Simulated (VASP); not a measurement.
# Fe (Im-3m) in VASP: further runs

Runs on Fe. Level: PBE. Tasks: single point.

Everything below comes from runs of VASP 6.6.1. Logs are shortened: lines on timing, memory, paths and dates and some standing lists are left out, and cuts for length are marked.

## (1) The cell of the first run

Symmetry: Im-3m, No. 229, cubic system. Conventional cell: a = 2.831 Å, b = 2.831 Å, c = 2.831 Å, α = 90.00°, β = 90.00°, γ = 90.00°. Fe (site symmetry m-3m) has 14 Fe at 2.45 to 2.83 Å within 3.2 Å.

## (2) Single point, PBE

INCAR reads:

```
SYSTEM = Fe
ALGO = Fast ; EDIFF = 1E-6
ENCUT = 520 ; GGA = PE
ISIF = 2 ; ISMEAR = 0
LASPH = .True. ; LCHARG = .False.
LREAL = .False. ; LWAVE = .False.
NBANDS = 10 ; NELM = 80
PREC = Accurate ; SIGMA = 0.05
```

KPOINTS reads:

```
k-points
0
Gamma
  22 22 22
  0 0 0
```

POSCAR reads:

```
Fe
1.0
   -1.4155932657      1.4155932657      1.4155932657
    1.4155932657     -1.4155932657      1.4155932657
    1.4155932657      1.4155932657     -1.4155932657
Fe
1
Direct
    0.0000000000      0.0000000000      0.0000000000
```

Potentials or basis: VASP PAW PBE potentials, release 64 (Fe).

Command:

```
$ cat potpaw_PBE.64/Fe/POTCAR > POTCAR
$ mpirun -np 1 vasp_std > vasp.out
```

OUTCAR:

```text
SYSTEM = Fe
   EDIFF = 1E-6
   ENCUT = 520
   GGA = PE
   ISIF = 2
   ISMEAR = 0
   LASPH = .True.
   LREAL = .False.
   NELM = 80
   PREC = Accurate

 ion  position               nearest neighbor table
   1  0.000  0.000  0.000-

  LATTYP: Found a body centered cubic cell.
 ALAT       =     2.8311865314

  Lattice vectors:

 A1 = (  -1.4155932657,   1.4155932657,   1.4155932657)
 A2 = (   1.4155932657,  -1.4155932657,   1.4155932657)
 A3 = (   1.4155932657,   1.4155932657,  -1.4155932657)

Analysis of symmetry for initial positions (statically):
=====================================================================
 Subroutine PRICEL returns:
 Original cell was already a primitive cell.

 Routine SETGRP: Setting up the symmetry group for a
 body centered cubic supercell.

 Subroutine GETGRP returns: Found 48 space group operations
 (whereof 48 operations were pure point group operations)
 out of a pool of 48 trial point group operations.

The static configuration has the point symmetry O_h .

Analysis of symmetry for dynamics (positions and initial velocities):
=====================================================================
 Subroutine PRICEL returns:
 Original cell was already a primitive cell.

 Routine SETGRP: Setting up the symmetry group for a
 body centered cubic supercell.

 Subroutine GETGRP returns: Found 48 space group operations
 (whereof 48 operations were pure point group operations)
 out of a pool of 48 trial point group operations.

The dynamic configuration has the point symmetry O_h .

 Subroutine INISYM returns: Found 48 space group operations
 (whereof 48 operations are pure point group operations),
 and found     1 'primitive' translations

----------------------------------------------------------------------------------------

                                     Primitive cell

  volume of cell :      11.3469

  direct lattice vectors                    reciprocal lattice vectors
    -1.415593266  1.415593266  1.415593266     0.000000000  0.353208801  0.353208801
     1.415593266 -1.415593266  1.415593266     0.353208801  0.000000000  0.353208801
     1.415593266  1.415593266 -1.415593266     0.353208801  0.353208801  0.000000000

  length of vectors
     2.451879459  2.451879459  2.451879459     0.499512677  0.499512677  0.499512677

  position of ions in fractional coordinates (direct lattice)
     0.000000000  0.000000000  0.000000000

  ion indices of the primitive-cell ions
   primitive index   ion index
                 1           1

----------------------------------------------------------------------------------------

 KPOINTS: k-points

Automatic generation of k-mesh.
 Grid dimensions read from file:
 generate k-points for:   22   22   22

 Generating k-lattice:

  Cartesian coordinates                     Fractional coordinates (reciprocal lattice)
     0.000000000  0.016054945  0.016054945     0.045454545  0.000000000  0.000000000
     0.016054945  0.000000000  0.016054945     0.000000000  0.045454545  0.000000000
     0.016054945  0.016054945  0.000000000     0.000000000  0.000000000  0.045454545

  Length of vectors
     0.022705122  0.022705122  0.022705122

  Shift w.r.t. Gamma in fractional coordinates (k-lattice)
     0.000000000  0.000000000  0.000000000

 Subroutine IBZKPT returns following result:
 ===========================================

 Found    328 irreducible k-points:

 Following reciprocal coordinates:
            Coordinates               Weight
  0.000000  0.000000  0.000000      1.000000
  0.045455  0.000000  0.000000     12.000000
  0.090909  0.000000  0.000000     12.000000
  0.136364  0.000000  0.000000     12.000000
  0.181818  0.000000  0.000000     12.000000
  0.227273  0.000000  0.000000     12.000000
[... 16 lines left out ...]
  0.090909  0.090909  0.000000     24.000000
  0.136364  0.090909  0.000000     48.000000
 [... further k-points ...]
   k-points           NKPTS =    328   k-points in BZ     NKDIM =    328   number of bands    NBANDS=     10
   number of dos      NEDOS =    301   number of ions     NIONS =      1
   total plane-waves  NPLWV =   5832
   dimension x,y,z NGX =    18 NGY =   18 NGZ =   18
   dimension x,y,z NGXF=    36 NGYF=   36 NGZF=   36
   ions per type =               1
   NGX,Y,Z   is equivalent  to a cutoff of  12.20, 12.20, 12.20 a.u.
   NGXF,Y,Z  is equivalent  to a cutoff of  24.41, 24.41, 24.41 a.u.
 SYSTEM =  Fe
   PREC   = accura    normal or accurate (medium, high low for compatibility)
   ISTART =      0    job   : 0-new  1-cont  2-samecut
   ICHARG =      2    charge: 1-file 2-atom 10-const
   ISPIN  =      1    spin polarized calculation?
   LNONCOLLINEAR =      F non collinear calculations
   LSORBIT =      F    spin-orbit coupling
   LASPH  =      T    aspherical Exc in radial PAW
   ENCUT  =  520.0 eV  38.22 Ry    6.18 a.u.   4.56  4.56  4.56*2*pi/ulx,y,z
   NELM   =     80;   NELMIN=  2; NELMDL= -5     # of ELM steps
   EDIFF  = 0.1E-05   stopping-criterion for ELM
   LREAL  =      F    real-space projection
   EDIFFG = 0.1E-04   stopping-criterion for IOM
   NSW    =      0    number of steps for IOM
   IBRION =     -1    ionic relax: 0-MD 1-quasi-New 2-CG
   NFREE  =      0    steps in history (QN), initial steepest desc. (CG)
   ISIF   =      2    stress and relaxation
   ISYM   =      2    0-nonsym 1-usesym 2-fastsym
   POTIM  = 0.5000    time-step for ionic-motion
   TEBEG  =    0.0;   TEEND  =   0.0 temperature during run
   PSTRESS=    0.0 pullay stress
   NELECT =       8.0000    total number of electrons
   NUPDOWN=      -1.0000    fix difference up-down
   EMIN   =  10.00;   EMAX   =-10.00  energy-range for DOS
   EFERMI =   0.00;   METHOD = LEGACY
   ISMEAR =     0;   SIGMA  =   0.05  broadening in eV -4-tet -1-fermi 0-gaus
   EFERMI_NEDOS =   21; number of points for ismear=-14 and -15
   IALGO  =     68    algorithm
   IMIX   =      4    mixing-type and parameters
     AMIX     =   0.40;   BMIX     =  1.00
     AMIX_MAG =   1.60;   BMIX_MAG =  1.00
  volume/ion in A,a.u.               =      11.35        76.57
  Fermi-wavevector in a.u.,A,eV,Ry     =   1.457068  2.753458 28.885791  2.123046
  Thomas-Fermi vector in A             =   2.573912
   LORBIT       =      0    0 simple, 1 ext, 2 COOP (PROOUT), +10 PAW based schemes
   GGA     = PE    functional components
   LHFCALC =     F    Hartree Fock is set to
   AEXX    =    0.0000 exact exchange contribution
   IVDW    =     0    specifies the selected vdW correction
   LEPSILON=     F    determine dielectric tensor
   LRPA    =     F    only Hartree local field effects (RPA)
 non-spin polarized calculation
 RMM-DIIS sequential band-by-band and
 Gauss-broadening in eV      SIGMA  =   0.05
  energy-cutoff  :      520.00
  volume of cell :       11.35
 maximum number of plane-waves:       321
   NGX =  9   NGY =  9   NGZ =  9

 number of electron       8.0000009 magnetization

 Free energy of the ion-electron system (eV)
  ---------------------------------------------------
  ext. energy  EPLUGINS =         0.00000000
  ---------------------------------------------------
  free energy    TOTEN  =        -7.71287452 eV

  energy without entropy =       -7.70830337  energy(sigma->0) =       -7.71058894

 E-fermi :   5.8883     XC(G=0): -13.1693

 val. band max:        5.8858821214   @ k =   0.1364   0.0455  -0.0000
 cond. band min:       5.8900283738   @ k =   0.1818   0.0455   0.0455
 fundamental gap:      0.0041462524
 Fermi energy:         5.8882764943

 k-point     1 :       0.0000    0.0000    0.0000
  band No.  band energies     occupation
      1      -2.5411      2.00000
      2       4.2823      2.00000
      3       4.2823      2.00000
      4       4.2823      2.00000
      5       5.8434      1.79563
      6       5.8434      1.79561
      7      30.7586      0.00000
      8      30.7586      0.00000
      9      30.7586      0.00000
     10      36.0058      0.00000

 k-point     2 :       0.0455    0.0000    0.0000
  band No.  band energies     occupation
      1      -2.4550      2.00000
      2       4.2570      2.00000
      3       4.2798      2.00000
      4       4.3300      2.00000
      5       5.8166      1.95747
      6       5.8454      1.77502
      7      30.2001      0.00000
      8      30.6469      0.00000
      9      30.7082      0.00000
     10      35.6346      0.00000

 k-point     3 :       0.0909    0.0000    0.0000
  band No.  band energies     occupation
      1      -2.1999      2.00000
      2       4.1836      2.00000
      3       4.2676      2.00000
      4       4.4708      2.00000
      5       5.7468      1.99994
      6       5.8517      1.69923
      7      28.8257      0.00000
      8      30.2538      0.00000
      9      30.5735      0.00000
     10      35.1735      0.00000

 k-point     4 :       0.1364    0.0000    0.0000
  band No.  band energies     occupation
      1      -1.7862      2.00000
      2       4.0695      2.00000
      3       4.2345      2.00000
      4       4.6978      2.00000
      5       5.6637      2.00000
      6       5.8632      1.52110
      7      27.0267      0.00000
      8      29.5337      0.00000
      9      30.3917      0.00000
     10      33.9210      0.00000
[... 222 lines left out ...]
 k-point    22 :       0.4545    0.0455    0.0000
  band No.  band energies     occupation
      1       1.4846      2.00000
      2       3.1398      2.00000
      3       5.6928      2.00000
      4       5.8215      1.94098
      5       6.3735      0.00000
      6       7.3972      0.00000
      7      13.8373      0.00000
      8      23.9138      0.00000
      9      25.9554      0.00000
     10      29.9388      0.00000

 k-point    23 :       0.0909    0.0909    0.0000
  band No.  band energies     occupation
      1      -1.5435      2.00000
      2       4.0585      2.00000
      3       4.1289      2.00000
      4       4.8626      2.00000
      5       5.5999      2.00000
      6       5.8944      0.86287
      7      26.6905      0.00000
      8      27.8735      0.00000
      9      31.1143      0.00000
     10      32.2886      0.00000

 k-point    24 :       0.1364    0.0909    0.0000
  band No.  band energies     occupation
      1      -1.0012      2.00000
      2       3.9292      2.00000
      3       4.0393      2.00000
      4       5.1805      2.00000
      5       5.5337      2.00000
      6       5.9317      0.21951
      7      25.0151      0.00000
      8      26.6964      0.00000
      9      30.7859      0.00000
     10      31.2517      0.00000

 [... further k-points ...]

------------------------ aborting loop because EDIFF is reached ----------------------------------------

  FORCE on cell =-STRESS in cart. coord.  units (eV):
  Direction    XX          YY          ZZ          XY          YZ          ZX
  --------------------------------------------------------------------------------------
  -------------------------------------------------------------------------------------
  Total       -1.2736224     -1.2736224     -1.2736224      0.0000000      0.0000000     -0.0000000
  in kB     -179.8356556   -179.8356556   -179.8356556      0.0000000      0.0000000     -0.0000000
  external PRESSURE =    -179.8356556 kB  Pullay stress =       0.0000000 kB

 VOLUME and BASIS-vectors are now :
 -----------------------------------------------------------------------------
  energy-cutoff  :      520.00
  volume of cell :       11.35
      direct lattice vectors                 reciprocal lattice vectors
    -1.415593266  1.415593266  1.415593266     0.000000000  0.353208801  0.353208801
     1.415593266 -1.415593266  1.415593266     0.353208801  0.000000000  0.353208801
     1.415593266  1.415593266 -1.415593266     0.353208801  0.353208801  0.000000000

 POSITION                                       TOTAL-FORCE (eV/Angst)
 -----------------------------------------------------------------------------------
      0.00000      0.00000      0.00000         0.000000     -0.000000      0.000000
 -----------------------------------------------------------------------------------
    total drift:                                0.000000     -0.000000      0.000000

  FREE ENERGIE OF THE ION-ELECTRON SYSTEM (eV)
  ---------------------------------------------------
  free  energy   TOTEN  =        -7.7128745160 eV

  energy  without entropy=       -7.7083033660  energy(sigma->0) =       -7.71058894
```

It took 20 s on 1 thread of Intel Xeon Platinum 8559C (Emerald Rapids), shared host; peak memory 0.14 GiB.

Results:

| Quantity | Value |
| --- | --- |
| Free energy | -7.7129 eV |
| Pressure | -18.0 GPa |
| Band gap on the k mesh | zero (bands 4 and 5 overlap by 1.87 eV) |

Caveat: the cell stands under tension; the run has no spin polarisation, though such a crystal can be magnetic. Spin polarisation is off, so any magnetic state and its effect on volume and gap are missing.

(Part 1 of 2 ends here.)
